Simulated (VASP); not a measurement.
# Cs (P6_3/mmc) in VASP: further runs

Runs on Cs. Level: PBEsol. Tasks: single point.

Everything below comes from runs of VASP 6.6.1. Logs are shortened: lines on timing, memory, paths and dates and some standing lists are left out, and cuts for length are marked.

## Step 1: The cell of the first run

The structure is hexagonal, space group P6_3/mmc (No. 194). The conventional cell has a = 4.138 Å, b = 4.138 Å, c = 6.703 Å, α = 90.00°, β = 90.00°, γ = 120.00°. Cs (site symmetry -6m2) has 12 Cs at 4.12 to 4.14 Å within 5.4 Å.

## Step 2: Single point, PBEsol

INCAR

```
PREC = Accurate ; ENCUT = 520
EDIFF = 1E-6 ; ISMEAR = -1
SIGMA = 0.08 ; LREAL = F
LASPH = T ; NELM = 100
ALGO = Normal ; ISIF = 2
LWAVE = F ; LCHARG = F
GGA = PS ; NBANDS = 16
```

KPOINTS

```
Automatic mesh
0
Gamma
  8 8 5
```

POSCAR

```
Cs
1.0
    4.1379468344      0.0000000000      0.0000000000
   -2.0689734172      3.5835670781      0.0000000000
    0.0000000000      0.0000000000      6.7034738717
Cs
2
Direct
    0.3333333333      0.6666666667      0.2500000000
    0.6666666667      0.3333333333      0.7500000000
```

Potentials or basis: VASP PAW PBE potentials, release 64 (Cs_sv).

Command:

```console
$ cat potpaw_PBE.64/Cs_sv/POTCAR > POTCAR
$ mpirun -np 1 vasp_std > vasp.out
```

OUTCAR:

```text
PREC = Accurate
   ENCUT = 520
   EDIFF = 1E-6
   ISMEAR = -1
   LREAL = F
   LASPH = T
   NELM = 100
   ISIF = 2
   GGA = PS

 ion  position               nearest neighbor table
   1  0.333  0.667  0.250-
   2  0.667  0.333  0.750-

  LATTYP: Found a hexagonal cell.
 ALAT       =     4.1379468344
 C/A-ratio  =     1.6200000000

  Lattice vectors:

 A1 = (   4.1379468344,   0.0000000000,   0.0000000000)
 A2 = (  -2.0689734172,   3.5835670781,   0.0000000000)
 A3 = (   0.0000000000,   0.0000000000,   6.7034738717)

Analysis of symmetry for initial positions (statically):
=====================================================================
 Subroutine PRICEL returns:
 Original cell was already a primitive cell.

 Routine SETGRP: Setting up the symmetry group for a
 hexagonal supercell.

 Subroutine GETGRP returns: Found 24 space group operations
 (whereof 12 operations were pure point group operations)
 out of a pool of 24 trial point group operations.

The static configuration has the point symmetry D_3d.
 The point group associated with its full space group is D_6h.

Analysis of symmetry for dynamics (positions and initial velocities):
=====================================================================
 Subroutine PRICEL returns:
 Original cell was already a primitive cell.

 Routine SETGRP: Setting up the symmetry group for a
 hexagonal supercell.

 Subroutine GETGRP returns: Found 24 space group operations
 (whereof 12 operations were pure point group operations)
 out of a pool of 24 trial point group operations.

The dynamic configuration has the point symmetry D_3d.
 The point group associated with its full space group is D_6h.

 Subroutine INISYM returns: Found 24 space group operations
 (whereof 12 operations are pure point group operations),
 and found     1 'primitive' translations

----------------------------------------------------------------------------------------

                                     Primitive cell
[... 75 lines left out ...]
   total plane-waves  NPLWV =  51200
   dimension x,y,z NGX =    32 NGY =   32 NGZ =   50
   dimension x,y,z NGXF=    64 NGYF=   64 NGZF=  100
   ions per type =               2
   NGX,Y,Z   is equivalent  to a cutoff of  12.86, 12.86, 12.40 a.u.
   NGXF,Y,Z  is equivalent  to a cutoff of  25.71, 25.71, 24.80 a.u.
 SYSTEM =  unknown system
   PREC   = accura    normal or accurate (medium, high low for compatibility)
   ISTART =      0    job   : 0-new  1-cont  2-samecut
   ICHARG =      2    charge: 1-file 2-atom 10-const
   ISPIN  =      1    spin polarized calculation?
   LNONCOLLINEAR =      F non collinear calculations
   LSORBIT =      F    spin-orbit coupling
   LASPH  =      T    aspherical Exc in radial PAW
   ENCUT  =  520.0 eV  38.22 Ry    6.18 a.u.   7.69  7.69 12.46*2*pi/ulx,y,z
   NELM   =    100;   NELMIN=  2; NELMDL= -5     # of ELM steps
   EDIFF  = 0.1E-05   stopping-criterion for ELM
   LREAL  =      F    real-space projection
   EDIFFG = 0.1E-04   stopping-criterion for IOM
   NSW    =      0    number of steps for IOM
   IBRION =     -1    ionic relax: 0-MD 1-quasi-New 2-CG
   NFREE  =      0    steps in history (QN), initial steepest desc. (CG)
   ISIF   =      2    stress and relaxation
   ISYM   =      2    0-nonsym 1-usesym 2-fastsym
   POTIM  = 0.5000    time-step for ionic-motion
   TEBEG  =    0.0;   TEEND  =   0.0 temperature during run
   PSTRESS=    0.0 pullay stress
   NELECT =      18.0000    total number of electrons
   NUPDOWN=      -1.0000    fix difference up-down
   EMIN   =  10.00;   EMAX   =-10.00  energy-range for DOS
   EFERMI =   0.00;   METHOD = LEGACY
   ISMEAR =    -1;   SIGMA  =   0.08  broadening in eV -4-tet -1-fermi 0-gaus
   EFERMI_NEDOS =   21; number of points for ismear=-14 and -15
   IALGO  =     38    algorithm
   IMIX   =      4    mixing-type and parameters
     AMIX     =   0.40;   BMIX     =  1.00
     AMIX_MAG =   1.60;   BMIX_MAG =  1.00
  volume/ion in A,a.u.               =      49.70       335.40
  Fermi-wavevector in a.u.,A,eV,Ry     =   0.926187  1.750240 11.671392  0.857823
  Thomas-Fermi vector in A             =   2.052123
   LORBIT       =      0    0 simple, 1 ext, 2 COOP (PROOUT), +10 PAW based schemes
   GGA     = PS    functional components
   LHFCALC =     F    Hartree Fock is set to
   AEXX    =    0.0000 exact exchange contribution
   IVDW    =     0    specifies the selected vdW correction
   LEPSILON=     F    determine dielectric tensor
   LRPA    =     F    only Hartree local field effects (RPA)
 non-spin polarized calculation
  energy-cutoff  :      520.00
  volume of cell :       99.40
 maximum number of plane-waves:      2719
 NGX is ok and might be reduce to    32
   NGX = 15   NGY = 15   NGZ = 25

 number of electron      18.0000004 magnetization

 Free energy of the ion-electron system (eV)
  ---------------------------------------------------
  ext. energy  EPLUGINS =         0.00000000
  ---------------------------------------------------
  free energy    TOTEN  =        -0.90729426 eV

  energy without entropy =       -0.83910790  energy(sigma->0) =       -0.87320108

 E-fermi :   3.4037     XC(G=0):  -8.2273

 val. band max:        3.3763147498   @ k =   0.3750   0.2500   0.0000
 cond. band min:       3.4451770060   @ k =   0.3750   0.0000   0.2000
 fundamental gap:      0.0688622562
 Fermi energy:         3.4036949231

 k-point     1 :       0.0000    0.0000    0.0000
  band No.  band energies     occupation
      1     -20.4190      2.00000
      2     -20.1984      2.00000
      3      -8.0411      2.00000
      4      -6.6444      2.00000
      5      -6.6444      2.00000
      6      -6.4432      2.00000
[... 433 lines left out ...]
      3      -7.8553      2.00000
      4      -7.7569      2.00000
      5      -6.9773      2.00000
      6      -6.8384      2.00000
[... 8 lines left out ...]
     15       6.9416      0.00000
     16       7.8746      0.00000

 [... further k-points ...]
[... 5 lines left out ...]
  --------------------------------------------------------------------------------------
  -------------------------------------------------------------------------------------
  Total        2.4873776      2.4873776      2.5134809      0.0000000      0.0000000      0.0000000
  in kB       40.0914666     40.0914666     40.5121973      0.0000000      0.0000000      0.0000000
  external PRESSURE =      40.2317102 kB  Pullay stress =       0.0000000 kB

 VOLUME and BASIS-vectors are now :
 -----------------------------------------------------------------------------
  energy-cutoff  :      520.00
  volume of cell :       99.40
      direct lattice vectors                 reciprocal lattice vectors
     4.137946834  0.000000000  0.000000000     0.241665744  0.139525782  0.000000000
    -2.068973417  3.583567078  0.000000000     0.000000000  0.279051565  0.000000000
     0.000000000  0.000000000  6.703473872     0.000000000  0.000000000  0.149176385

 POSITION                                       TOTAL-FORCE (eV/Angst)
 -----------------------------------------------------------------------------------
     -0.00000      2.38904      1.67587        -0.000000      0.000000      0.000000
      2.06897      1.19452      5.02761         0.000000      0.000000      0.000000
 -----------------------------------------------------------------------------------
    total drift:                               -0.000000      0.000000     -0.000000

  FREE ENERGIE OF THE ION-ELECTRON SYSTEM (eV)
  ---------------------------------------------------
  free  energy   TOTEN  =        -0.9072942585 eV

  energy  without entropy=       -0.8391079043  energy(sigma->0) =       -0.87320108
```

OSZICAR:

```text
N       E                     dE             d eps       ncg     rms          rms(c)
DAV:   1     0.118417699963E+03    0.11842E+03   -0.72340E+03   960   0.923E+02
DAV:   2     0.892263233346E+01   -0.10950E+03   -0.10510E+03  1408   0.166E+02
DAV:   3    -0.870909192530E+00   -0.97935E+01   -0.97335E+01  1192   0.536E+01
DAV:   4    -0.969458072834E+00   -0.98549E-01   -0.98533E-01  1232   0.629E+00
DAV:   5    -0.969957686402E+00   -0.49961E-03   -0.49961E-03  1224   0.460E-01    0.879E-01
DAV:   6    -0.922243704510E+00    0.47714E-01   -0.44722E-02  1072   0.103E+00    0.424E-01
DAV:   7    -0.907362027882E+00    0.14882E-01   -0.41365E-02  1064   0.984E-01    0.138E-01
DAV:   8    -0.907307257471E+00    0.54770E-04   -0.70887E-04  1280   0.146E-01    0.148E-02
DAV:   9    -0.907298127230E+00    0.91302E-05   -0.21038E-05  1216   0.252E-02    0.664E-03
DAV:  10    -0.907293781205E+00    0.43460E-05   -0.20572E-06  1224   0.919E-03    0.148E-03
DAV:  11    -0.907294258450E+00   -0.47725E-06   -0.23756E-07   704   0.260E-03
   1 F= -.90729426E+00 E0= -.87320108E+00  d E =-.681864E-01
```

stdout:

```text
POSCAR found type information on POSCAR Cs
 POSCAR found :  1 types and       2 ions
 scaLAPACK will be used
 -----------------------------------------------------------------------------
|                                                                             |
|                                                                             |
|     You enforced a specific xc type in the INCAR file but a different       |
|     I HOPE YOU KNOW WHAT YOU ARE DOING!                                     |
|                                                                             |
 -----------------------------------------------------------------------------

 LDA part: xc-table for (Slater+PW92), standard interpolation
 POSCAR, INCAR and KPOINTS ok, starting setup
 FFT: planning ... GRIDC
 FFT: planning ... GRID_SOFT
 FFT: planning ... GRID
 WAVECAR not read
 entering main loop
```

Wall time 12 s (1 thread of Intel Xeon 6975P-C (Granite Rapids), shared host); peak memory 0.21 GiB.

What came out:

* Free energy: -0.9073 eV
* Pressure: 4.0 GPa
* Band gap on the k mesh: zero (band 9 reaches 3.65 eV, above the bottom of band 10 at 2.85 eV)

Levels at points of the mesh, in eV from the Fermi level:
```
           k point  band 5  band 6  band 7  band 8  band 9  band 10  band 11  band 12  band 13  band 14
(0.00, 0.00, 0.00)  -10.05   -9.85   -9.85   -9.83   -2.09    -0.47     2.74     2.74     2.85     3.07
(0.50, 0.00, 0.00)  -10.74  -10.41  -10.23  -10.03   -0.26     0.08     0.10     2.31     2.54     2.80
```

Caveat: the PAW data sets were made with another functional, which shifts forces and pressure a little; spin-orbit coupling is left out, which moves the levels of the heavy elements.

(Part 1 of 4 ends here.)
